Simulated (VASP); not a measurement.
# Ge (I4_1/amd) in VASP: settings compared

Aim: see how the results for Ge move with the level of theory and the settings. Levels: PBE, RPBE+D3(BJ). Tasks: single point.

All numbers are computed with VASP 6.6.1; they aren't measurements. Logs are shortened: lines on timing, memory, paths and dates and some standing lists are left out, and cuts for length are marked.

## 1. The cell of the first run

The structure is tetragonal, space group I4_1/amd (No. 141). Conventional cell: a = 5.149 Å, b = 5.149 Å, c = 2.795 Å, α = 90.00°, β = 90.00°, γ = 90.00°. Within 3.5 Å of Ge (site symmetry -4m2) lie 10 Ge at 2.67 to 3.32 Å.

## 2. Single point, PBE

File INCAR:

```
PREC = Accurate
ENCUT = 520
EDIFF = 1E-7
ISMEAR = -1
SIGMA = 0.02
LREAL = False
LASPH = True
NELM = 60
ALGO = Normal
ISIF = 2
LWAVE = False
LCHARG = True
GGA = PE
LELF = True
LVHAR = True
NBANDS = 21
```

File KPOINTS:

```
Automatic mesh
0
Gamma
  4 4 4
```

File POSCAR:

```
Ge
1.0
   -2.5744897190      2.5744897190      1.3974126432
    2.5744897190     -2.5744897190      1.3974126432
    2.5744897190      2.5744897190     -1.3974126432
Ge
2
Direct
    0.5000000000      0.5000000000      0.0000000000
    0.2500000000      0.7500000000      0.5000000000
```

Potentials or basis: VASP PAW PBE potentials, release 64 (Ge_d).

Run with:

```bash
$ cat potpaw_PBE.64/Ge_d/POTCAR > POTCAR
$ mpirun -np 1 vasp_std > vasp.out
```

OUTCAR:

```text
PREC = Accurate
   ENCUT = 520
   EDIFF = 1E-7
   ISMEAR = -1
   LREAL = False
   LASPH = True
   NELM = 60
   ISIF = 2
   GGA = PE

 ion  position               nearest neighbor table
   1  0.500  0.500  0.000-   2 2.67   2 2.67   2 2.67   2 2.67
   2  0.250  0.750  0.500-   1 2.67   1 2.67   1 2.67   1 2.67

  LATTYP: Found a body centered tetragonal cell.
 ALAT       =     5.1489794380
 C/A-ratio  =     0.5427920853

  Lattice vectors:

 A1 = (  -2.5744897190,   2.5744897190,   1.3974126432)
 A2 = (   2.5744897190,  -2.5744897190,   1.3974126432)
 A3 = (   2.5744897190,   2.5744897190,  -1.3974126432)

Analysis of symmetry for initial positions (statically):
=====================================================================
 Subroutine PRICEL returns:
 Original cell was already a primitive cell.

 Routine SETGRP: Setting up the symmetry group for a
 body centered tetragonal supercell.

 Subroutine GETGRP returns: Found 16 space group operations
 (whereof  8 operations were pure point group operations)
 out of a pool of 16 trial point group operations.

The static configuration has the point symmetry D_2d.
 The point group associated with its full space group is D_4h.

Analysis of symmetry for dynamics (positions and initial velocities):
=====================================================================
 Subroutine PRICEL returns:
 Original cell was already a primitive cell.

 Routine SETGRP: Setting up the symmetry group for a
 body centered tetragonal supercell.

 Subroutine GETGRP returns: Found 16 space group operations
 (whereof  8 operations were pure point group operations)
 out of a pool of 16 trial point group operations.

The dynamic configuration has the point symmetry D_2d.
 The point group associated with its full space group is D_4h.

 Subroutine INISYM returns: Found 16 space group operations
 (whereof  8 operations are pure point group operations),
 and found     1 'primitive' translations

----------------------------------------------------------------------------------------

                                     Primitive cell

  volume of cell :      37.0482

  direct lattice vectors                    reciprocal lattice vectors
    -2.574489719  2.574489719  1.397412643     0.000000000  0.194213244  0.357804119
[... 68 lines left out ...]
   ISPIN  =      1    spin polarized calculation?
   LNONCOLLINEAR =      F non collinear calculations
   LSORBIT =      F    spin-orbit coupling
   LASPH  =      T    aspherical Exc in radial PAW
   ENCUT  =  520.0 eV  38.22 Ry    6.18 a.u.   7.25  7.25  7.25*2*pi/ulx,y,z
   NELM   =     60;   NELMIN=  2; NELMDL= -5     # of ELM steps
   EDIFF  = 0.1E-06   stopping-criterion for ELM
   LREAL  =      F    real-space projection
   EDIFFG = 0.1E-05   stopping-criterion for IOM
   NSW    =      0    number of steps for IOM
   IBRION =     -1    ionic relax: 0-MD 1-quasi-New 2-CG
   NFREE  =      0    steps in history (QN), initial steepest desc. (CG)
   ISIF   =      2    stress and relaxation
   ISYM   =      2    0-nonsym 1-usesym 2-fastsym
   POTIM  = 0.5000    time-step for ionic-motion
   TEBEG  =    0.0;   TEEND  =   0.0 temperature during run
   PSTRESS=    0.0 pullay stress
   NELECT =      28.0000    total number of electrons
   NUPDOWN=      -1.0000    fix difference up-down
   EMIN   =  10.00;   EMAX   =-10.00  energy-range for DOS
   EFERMI =   0.00;   METHOD = LEGACY
   ISMEAR =    -1;   SIGMA  =   0.02  broadening in eV -4-tet -1-fermi 0-gaus
   EFERMI_NEDOS =   21; number of points for ismear=-14 and -15
   IALGO  =     38    algorithm
   IMIX   =      4    mixing-type and parameters
     AMIX     =   0.40;   BMIX     =  1.00
     AMIX_MAG =   1.60;   BMIX_MAG =  1.00
  volume/ion in A,a.u.               =      18.52       125.01
  Fermi-wavevector in a.u.,A,eV,Ry     =   1.491209  2.817976 30.255333  2.223704
  Thomas-Fermi vector in A             =   2.603893
   LORBIT       =      0    0 simple, 1 ext, 2 COOP (PROOUT), +10 PAW based schemes
   GGA     = PE    functional components
   LHFCALC =     F    Hartree Fock is set to
   AEXX    =    0.0000 exact exchange contribution
   IVDW    =     0    specifies the selected vdW correction
   LEPSILON=     F    determine dielectric tensor
   LRPA    =     F    only Hartree local field effects (RPA)
 non-spin polarized calculation
  energy-cutoff  :      520.00
  volume of cell :       37.05
 maximum number of plane-waves:      1005
 NGX is ok and might be reduce to    30
   NGX = 15   NGY = 15   NGZ = 15

 number of electron      28.0000028 magnetization

 Free energy of the ion-electron system (eV)
  ---------------------------------------------------
  ext. energy  EPLUGINS =         0.00000000
  ---------------------------------------------------
  free energy    TOTEN  =        -8.46308788 eV

  energy without entropy =       -8.46131165  energy(sigma->0) =       -8.46219977

 E-fermi :   6.6949     XC(G=0): -11.3282

 val. band max:        6.6947831678   @ k =  -0.2500   0.2500   0.2500
 cond. band min:       7.3846549028   @ k =   0.2500   0.0000  -0.0000
 fundamental gap:      0.6898717350
 Fermi energy:         6.6949446216

 k-point     1 :       0.0000    0.0000    0.0000
  band No.  band energies     occupation
      1     -17.9880      2.00000
      2     -17.9318      2.00000
      3     -17.9113      2.00000
      4     -17.8994      2.00000
      5     -17.7974      2.00000
      6     -17.7974      2.00000
[... 301 lines left out ...]
     20      22.2318      0.00000
     21      23.4545      0.00000

------------------------ aborting loop because EDIFF is reached ----------------------------------------

  FORCE on cell =-STRESS in cart. coord.  units (eV):
  Direction    XX          YY          ZZ          XY          YZ          ZX
  --------------------------------------------------------------------------------------
  -------------------------------------------------------------------------------------
  Total       -0.1514631     -0.1514631      2.3626501      0.0000000      0.0000000      0.0000000
  in kB       -6.5501385     -6.5501385    102.1746137      0.0000000      0.0000000      0.0000000
  external PRESSURE =      29.6914456 kB  Pullay stress =       0.0000000 kB

 VOLUME and BASIS-vectors are now :
 -----------------------------------------------------------------------------
  energy-cutoff  :      520.00
  volume of cell :       37.05
      direct lattice vectors                 reciprocal lattice vectors
    -2.574489719  2.574489719  1.397412643     0.000000000  0.194213244  0.357804119
     2.574489719 -2.574489719  1.397412643     0.194213244  0.000000000  0.357804119
     2.574489719  2.574489719 -1.397412643     0.194213244  0.194213244  0.000000000

 POSITION                                       TOTAL-FORCE (eV/Angst)
 -----------------------------------------------------------------------------------
      0.00000      0.00000      1.39741         0.000000     -0.000000      0.000000
      2.57449      0.00000      0.69871        -0.000000      0.000000     -0.000000
 -----------------------------------------------------------------------------------
    total drift:                                0.000000     -0.000000      0.000000

  FREE ENERGIE OF THE ION-ELECTRON SYSTEM (eV)
  ---------------------------------------------------
  free  energy   TOTEN  =        -8.4630878816 eV

  energy  without entropy=       -8.4613116498  energy(sigma->0) =       -8.46219977
```

It took 10 s on 1 thread of Intel Xeon Platinum 8559C (Emerald Rapids), shared host; peak memory 0.16 GiB.

What came out:

```
Free energy            : -8.4631 eV
Pressure               : 3.0 GPa
Band gap on the k mesh : zero (band 14 reaches 7.40 eV, above the bottom of band 15 at 5.14 eV)
```

Caveat: the k points lie up to 0.64 Å⁻¹ apart.

(Part 1 of 2 ends here.)
